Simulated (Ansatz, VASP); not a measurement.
Two plane-wave programs on GaP

INCAR

```
PREC     = Accurate       # precision mode
ENCUT    = 520            # plane-wave cutoff, eV
EDIFF    = 1E-6           # SCF threshold, eV
ISMEAR   = 0              # smearing method
SIGMA    = 0.05           # smearing width, eV
LREAL    = False          # projectors in reciprocal space
LASPH    = True           # aspherical terms in the spheres
NELM     = 60             # most SCF steps
ALGO     = Normal         # electronic algorithm
ISIF     = 2              # what is computed and relaxed
LWAVE    = False          # write WAVECAR
LCHARG   = True           # write CHGCAR
GGA      = CA             # functional
LELF     = True           # ELF
LVHAR    = True         
NBANDS   = 26             # bands
```

File KPOINTS:

```
Automatic mesh
0
Gamma
  9 9 9
```

The input POSCAR:

```
GaP
1.0
    1.8694081259      1.0793032847      7.0087849455
   -1.8694081259      1.0793032847      7.0087849455
    0.0000000000     -2.1586065694      7.0087849455
Ga P
2 2
Direct
    0.4359784395      0.4359784395      0.4359784395
    0.5640215605      0.5640215605      0.5640215605
    0.0580350955      0.0580350955      0.0580350955
    0.9419649045      0.9419649045      0.9419649045
```

Input for Ansatz:

```yaml
crystal:
  lattice:
    - [1.8694081259, 1.0793032847, 7.0087849455]
    - [-1.8694081259, 1.0793032847, 7.0087849455]
    - [0.0, -2.1586065694, 7.0087849455]
  atoms:
    - { symbol: Ga, position: [0.4359784395, 0.4359784395, 0.4359784395] }
    - { symbol: Ga, position: [0.5640215605, 0.5640215605, 0.5640215605] }
    - { symbol: P, position: [0.0580350955, 0.0580350955, 0.0580350955] }
    - { symbol: P, position: [0.9419649045, 0.9419649045, 0.9419649045] }
basis:
  ecutwfc: 420
kpoints:
  mp_grid: { grid: [9, 9, 9] }
hamiltonian:
  xc: lda
  pseudopotentials: { kind: paw, azcp: { folder: soft_1 } }
scf:
  occupations: { method: gaussian, width: 0.05 }
output:
  forces: true
  stress: true
  eigenvalues: true
```

Alike in both runs: task single point; functional LDA; k mesh 9 × 9 × 9; occupations gaussian, width 0.05 eV; no spin polarisation.

```csv
,VASP,Ansatz
version,VASP 6.6.1,Ansatz 0.2.0
potentials or method,"VASP PAW LDA potentials, release 64 (Ga_d, P), cutoff 520 eV","scalar-relativistic, plane waves, PAW"
valence electrons in the cell,36,36
```

VASP gave:

- gap on the k mesh at the Fermi level (eV): none
- pressure (GPa): -4.4
- traceless stress, the component that is largest in VASP (GPa): -12.07
- rms of the force components (eV/Å): 0.293

Q: Estimate Ansatz's values.

A: gap on the k mesh at the Fermi level (eV): none; pressure (GPa): -4.6; traceless stress, the component that is largest in VASP (GPa): -12.01; rms of the force components (eV/Å): 0.284.

Ansatz warns that its potentials were made for another functional, while VASP's fit it. LDA's correlation is that of Perdew and Zunger in VASP and of Perdew and Wang (1992) in Ansatz. Atom by atom the forces differ by 0.009 eV/Å (rms over components). A gap of «none» marks a metal or a gap that the smearing closes.
